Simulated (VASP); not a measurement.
# Au (Fm-3m) in VASP: settings compared, part 2 of 2

VASP 6.6.1.

### Step 5. Single point, LDA

Contents of INCAR:

```
PREC = Accurate ; ENCUT = 520
EDIFF = 1E-6 ; ISMEAR = -1
SIGMA = 0.06 ; LREAL = False
LASPH = True ; NELM = 100
ALGO = Normal ; ISIF = 2
LWAVE = False ; LCHARG = True
LELF = True ; LVHAR = True
NBANDS = 12
```

Contents of KPOINTS:

```
regular mesh
0
Gamma
  12 12 12
```

Contents of POSCAR:

```
Au
1.0
    0.0000000000      2.0362410000      2.0362410000
    2.0362410000      0.0000000000      2.0362410000
    2.0362410000      2.0362410000      0.0000000000
Au
1
Direct
    0.0000000000      0.0000000000      0.0000000000
```

Potentials or basis: VASP PAW LDA potentials, release 64 (Au).

The run is started by

```console
> cat potpaw_LDA.64/Au/POTCAR > POTCAR
> mpirun -np 1 vasp_std > vasp.out
```

OUTCAR:

```text
PREC = Accurate
   ENCUT = 520
   EDIFF = 1E-6
   ISMEAR = -1
   LREAL = False
   LASPH = True
   NELM = 100
   ISIF = 2

 ion  position               nearest neighbor table
   1  0.000  0.000  0.000-

  LATTYP: Found a face centered cubic cell.
 ALAT       =     4.0724820000

  Lattice vectors:

 A1 = (   0.0000000000,   2.0362410000,   2.0362410000)
 A2 = (   2.0362410000,   0.0000000000,   2.0362410000)
 A3 = (   2.0362410000,   2.0362410000,   0.0000000000)

Analysis of symmetry for initial positions (statically):
=====================================================================
 Subroutine PRICEL returns:
 Original cell was already a primitive cell.

 Routine SETGRP: Setting up the symmetry group for a
 face centered cubic supercell.

 Subroutine GETGRP returns: Found 48 space group operations
 (whereof 48 operations were pure point group operations)
 out of a pool of 48 trial point group operations.

The static configuration has the point symmetry O_h .

Analysis of symmetry for dynamics (positions and initial velocities):
=====================================================================
 Subroutine PRICEL returns:
 Original cell was already a primitive cell.

 Routine SETGRP: Setting up the symmetry group for a
 face centered cubic supercell.

 Subroutine GETGRP returns: Found 48 space group operations
 (whereof 48 operations were pure point group operations)
 out of a pool of 48 trial point group operations.

The dynamic configuration has the point symmetry O_h .

 Subroutine INISYM returns: Found 48 space group operations
 (whereof 48 operations are pure point group operations),
 and found     1 'primitive' translations

----------------------------------------------------------------------------------------

                                     Primitive cell

  volume of cell :      16.8856

  direct lattice vectors                    reciprocal lattice vectors
     0.000000000  2.036241000  2.036241000    -0.245550502  0.245550502  0.245550502
[... 111 lines left out ...]
   AEXX    =    0.0000 exact exchange contribution
   IVDW    =     0    specifies the selected vdW correction
   LEPSILON=     F    determine dielectric tensor
   LRPA    =     F    only Hartree local field effects (RPA)
 non-spin polarized calculation
  energy-cutoff  :      520.00
  volume of cell :       16.89
 maximum number of plane-waves:       468
 NGX is ok and might be reduce to    24
   NGX = 11   NGY = 11   NGZ = 11

 number of electron      10.9999999 magnetization

 Free energy of the ion-electron system (eV)
  ---------------------------------------------------
  ext. energy  EPLUGINS =         0.00000000
  ---------------------------------------------------
  free energy    TOTEN  =        -4.43595799 eV

  energy without entropy =       -4.43116416  energy(sigma->0) =       -4.43356108

 E-fermi :   9.3727     XC(G=0): -13.0373

 val. band max:        9.3397207654   @ k =   0.5000   0.3333   0.1667
 cond. band min:       9.5139497666   @ k =   0.5000   0.2500   0.0833
 fundamental gap:      0.1742290012
 Fermi energy:         9.3727476207

 k-point     1 :       0.0000    0.0000    0.0000
  band No.  band energies     occupation
      1      -0.5714      2.00000
      2       4.6775      2.00000
      3       4.6775      2.00000
      4       4.6775      2.00000
      5       6.2421      2.00000
      6       6.2421      2.00000
      7      23.9140      0.00000
      8      27.9233      0.00000
      9      27.9233      0.00000
     10      27.9233      0.00000
     11      32.9831      0.00000
     12      37.6573      0.00000
[... 331 lines left out ...]
 k-point    24 :      -0.4167    0.1667    0.0000
  band No.  band energies     occupation
      1       2.6625      2.00000
      2       4.2720      2.00000
      3       5.1670      2.00000
      4       5.6113      2.00000
      5       7.2403      2.00000
      6      10.6652      0.00000
      7      12.9919      0.00000
      8      22.2995      0.00000
      9      25.0368      0.00000
     10      25.6789      0.00000
     11      34.1347      0.00000
     12      34.7898      0.00000

 [... further k-points ...]

------------------------ aborting loop because EDIFF is reached ----------------------------------------

  FORCE on cell =-STRESS in cart. coord.  units (eV):
  Direction    XX          YY          ZZ          XY          YZ          ZX
  --------------------------------------------------------------------------------------
  -------------------------------------------------------------------------------------
  Total       -0.3068622     -0.3068622     -0.3068622     -0.0000000     -0.0000000     -0.0000000
  in kB      -29.1163129    -29.1163129    -29.1163129     -0.0000000     -0.0000000     -0.0000000
  external PRESSURE =     -29.1163129 kB  Pullay stress =       0.0000000 kB

 VOLUME and BASIS-vectors are now :
 -----------------------------------------------------------------------------
  energy-cutoff  :      520.00
  volume of cell :       16.89
      direct lattice vectors                 reciprocal lattice vectors
     0.000000000  2.036241000  2.036241000    -0.245550502  0.245550502  0.245550502
     2.036241000  0.000000000  2.036241000     0.245550502 -0.245550502  0.245550502
     2.036241000  2.036241000  0.000000000     0.245550502  0.245550502 -0.245550502

 POSITION                                       TOTAL-FORCE (eV/Angst)
 -----------------------------------------------------------------------------------
      0.00000      0.00000      0.00000         0.000000      0.000000      0.000000
 -----------------------------------------------------------------------------------
    total drift:                               -0.000000      0.000000      0.000000

  FREE ENERGIE OF THE ION-ELECTRON SYSTEM (eV)
  ---------------------------------------------------
  free  energy   TOTEN  =        -4.4359579942 eV

  energy  without entropy=       -4.4311641589  energy(sigma->0) =       -4.43356108
```

OSZICAR:

```text
N       E                     dE             d eps       ncg     rms          rms(c)
DAV:   1     0.473101952793E+02    0.47310E+02   -0.56390E+03  1800   0.821E+02
DAV:   2    -0.410295184019E+01   -0.51413E+02   -0.48158E+02  2028   0.182E+02
DAV:   3    -0.476390729993E+01   -0.66096E+00   -0.66056E+00  2104   0.202E+01
DAV:   4    -0.476607048970E+01   -0.21632E-02   -0.21631E-02  2076   0.134E+00
DAV:   5    -0.476608578403E+01   -0.15294E-04   -0.15295E-04  2096   0.107E-01    0.992E+00
DAV:   6    -0.446244371869E+01    0.30364E+00   -0.82547E-01  1872   0.723E+00    0.612E+00
DAV:   7    -0.443935045304E+01    0.23093E-01   -0.67360E-02  2028   0.203E+00    0.288E+00
DAV:   8    -0.443596507089E+01    0.33854E-02   -0.20729E-03  1948   0.461E-01    0.287E-01
DAV:   9    -0.443595729757E+01    0.77733E-05   -0.13630E-05  2056   0.352E-02    0.931E-03
DAV:  10    -0.443595799423E+01   -0.69666E-06   -0.94181E-07  1712   0.714E-03
   1 F= -.44359580E+01 E0= -.44335611E+01  d E =-.479384E-02
```

stdout:

```text
POSCAR found type information on POSCAR Au
 POSCAR found :  1 types and       1 ions
 scaLAPACK will be used
 LDA part: xc-table for (Slater(with rela. corr.)+CA(PZ))
 , standard interpolation
 POSCAR, INCAR and KPOINTS ok, starting setup
 FFT: planning ... GRIDC
 FFT: planning ... GRID_SOFT
 FFT: planning ... GRID
 WAVECAR not read
 entering main loop
```

It took 6 s on 1 thread of Intel Xeon 6975P-C, shared host; peak memory 0.14 GiB.

Results:

```yaml
Free_energy: -4.4360 eV
Pressure: -2.9 GPa
```

Caveat: spin-orbit coupling is left out, which moves the levels of the heavy elements.

### Step 6. Single point, PBE

Contents of INCAR:

```
PREC = Accurate
ENCUT = 520
EDIFF = 1E-6
ISMEAR = -1
SIGMA = 0.06
LREAL = False
LASPH = True
NELM = 100
ALGO = Normal
ISIF = 2
LWAVE = False
LCHARG = False
GGA = PE
NBANDS = 12
```

Contents of KPOINTS:

```
Automatic mesh
0
Gamma
  12 12 12
```

POSCAR is that of step 5.

Potentials or basis: VASP PAW PBE potentials, release 64 (Au).

The run is started by

```console
> cat potpaw_PBE.64/Au/POTCAR > POTCAR
> mpirun -np 1 vasp_std > vasp.out
```

OUTCAR:

```text
PREC = Accurate
   ENCUT = 520
   EDIFF = 1E-6
   ISMEAR = -1
   LREAL = False
   LASPH = True
   NELM = 100
   ISIF = 2
   GGA = PE

 ion  position               nearest neighbor table
   1  0.000  0.000  0.000-

  LATTYP: Found a face centered cubic cell.
 ALAT       =     4.0724820000

  Lattice vectors:

 A1 = (   0.0000000000,   2.0362410000,   2.0362410000)
 A2 = (   2.0362410000,   0.0000000000,   2.0362410000)
 A3 = (   2.0362410000,   2.0362410000,   0.0000000000)

Analysis of symmetry for initial positions (statically):
=====================================================================
 Subroutine PRICEL returns:
 Original cell was already a primitive cell.

 Routine SETGRP: Setting up the symmetry group for a
 face centered cubic supercell.

 Subroutine GETGRP returns: Found 48 space group operations
 (whereof 48 operations were pure point group operations)
 out of a pool of 48 trial point group operations.

The static configuration has the point symmetry O_h .

Analysis of symmetry for dynamics (positions and initial velocities):
=====================================================================
 Subroutine PRICEL returns:
 Original cell was already a primitive cell.

 Routine SETGRP: Setting up the symmetry group for a
 face centered cubic supercell.

 Subroutine GETGRP returns: Found 48 space group operations
 (whereof 48 operations were pure point group operations)
 out of a pool of 48 trial point group operations.

The dynamic configuration has the point symmetry O_h .

 Subroutine INISYM returns: Found 48 space group operations
 (whereof 48 operations are pure point group operations),
 and found     1 'primitive' translations

----------------------------------------------------------------------------------------

[... 114 lines left out ...]
   LORBIT       =      0    0 simple, 1 ext, 2 COOP (PROOUT), +10 PAW based schemes
   GGA     = PE    functional components
   LHFCALC =     F    Hartree Fock is set to
   AEXX    =    0.0000 exact exchange contribution
   IVDW    =     0    specifies the selected vdW correction
   LEPSILON=     F    determine dielectric tensor
   LRPA    =     F    only Hartree local field effects (RPA)
 non-spin polarized calculation
  energy-cutoff  :      520.00
  volume of cell :       16.89
 maximum number of plane-waves:       468
 NGX is ok and might be reduce to    24
   NGX = 11   NGY = 11   NGZ = 11

 number of electron      10.9999999 magnetization

 Free energy of the ion-electron system (eV)
  ---------------------------------------------------
  ext. energy  EPLUGINS =         0.00000000
  ---------------------------------------------------
  free energy    TOTEN  =        -3.18187061 eV

  energy without entropy =       -3.17710556  energy(sigma->0) =       -3.17948809

 E-fermi :   9.5737     XC(G=0): -12.7733

 val. band max:        9.5376466953   @ k =   0.5000   0.3333   0.1667
 cond. band min:       9.7150082559   @ k =   0.5000   0.2500   0.0833
 fundamental gap:      0.1773615606
 Fermi energy:         9.5737477427

 k-point     1 :       0.0000    0.0000    0.0000
  band No.  band energies     occupation
      1      -0.3256      2.00000
      2       4.8832      2.00000
      3       4.8832      2.00000
      4       4.8832      2.00000
      5       6.4233      2.00000
      6       6.4233      2.00000
      7      24.1366      0.00000
      8      28.1919      0.00000
      9      28.1919      0.00000
     10      28.1919      0.00000
     11      33.1238      0.00000
     12      37.8667      0.00000
[... 331 lines left out ...]
 k-point    24 :      -0.4167    0.1667    0.0000
  band No.  band energies     occupation
      1       2.8868      2.00000
      2       4.4732      2.00000
      3       5.3620      2.00000
      4       5.8144      2.00000
      5       7.4189      2.00000
      6      10.8761      0.00000
      7      13.2094      0.00000
      8      22.5302      0.00000
      9      25.2654      0.00000
     10      25.9604      0.00000
     11      34.3558      0.00000
     12      35.0278      0.00000

 [... further k-points ...]

------------------------ aborting loop because EDIFF is reached ----------------------------------------

  FORCE on cell =-STRESS in cart. coord.  units (eV):
  Direction    XX          YY          ZZ          XY          YZ          ZX
  --------------------------------------------------------------------------------------
  -------------------------------------------------------------------------------------
  Total        1.0690195      1.0690195      1.0690195     -0.0000000      0.0000000     -0.0000000
  in kB      101.4328652    101.4328652    101.4328652     -0.0000000      0.0000000     -0.0000000
  external PRESSURE =     101.4328652 kB  Pullay stress =       0.0000000 kB

 VOLUME and BASIS-vectors are now :
 -----------------------------------------------------------------------------
  energy-cutoff  :      520.00
  volume of cell :       16.89
      direct lattice vectors                 reciprocal lattice vectors
     0.000000000  2.036241000  2.036241000    -0.245550502  0.245550502  0.245550502
     2.036241000  0.000000000  2.036241000     0.245550502 -0.245550502  0.245550502
     2.036241000  2.036241000  0.000000000     0.245550502  0.245550502 -0.245550502

 POSITION                                       TOTAL-FORCE (eV/Angst)
 -----------------------------------------------------------------------------------
      0.00000      0.00000      0.00000         0.000000     -0.000000     -0.000000
 -----------------------------------------------------------------------------------
    total drift:                                0.000000      0.000000      0.000000

  FREE ENERGIE OF THE ION-ELECTRON SYSTEM (eV)
  ---------------------------------------------------
  free  energy   TOTEN  =        -3.1818706066 eV

  energy  without entropy=       -3.1771055644  energy(sigma->0) =       -3.17948809
```

stdout:

```text
POSCAR found type information on POSCAR Au
 POSCAR found :  1 types and       1 ions
 scaLAPACK will be used
 LDA part: xc-table for (Slater+PW92), standard interpolation
 POSCAR, INCAR and KPOINTS ok, starting setup
 FFT: planning ... GRIDC
 FFT: planning ... GRID_SOFT
 FFT: planning ... GRID
 WAVECAR not read
 entering main loop
```

Wall time 5.1 s (1 thread of Intel Xeon 6975P-C, shared host); peak memory 0.15 GiB.

What came out:

| Quantity | Value |
| --- | --- |
| Free energy | -3.1819 eV |
| Pressure | 10.1 GPa |

Caveat: spin-orbit coupling is left out, which moves the levels of the heavy elements.

### Step 7. Summary

```csv
level,potentials or basis,gap on the mesh (eV),pressure (GPa)
LDA,"VASP PAW LDA potentials, release 64 (Au)",none,-2.9
PBE,"VASP PAW PBE potentials, release 64 (Au)",none,10.1
PBEsol,"VASP PAW PBE potentials, release 64 (Au)",none,1.1
```

Alike in all rows: task single point; no spin polarisation; cell as given; k mesh 12 × 12 × 12; cutoff (eV) 520; smearing fermi-dirac 0.06 eV.

Caveats: spin-orbit coupling is left out, which moves the levels of the heavy elements; the PAW data sets were made with another functional, which shifts forces and pressure a little (some runs).

Total energies depend on the potentials used, so only differences within one code and one set of settings carry meaning.
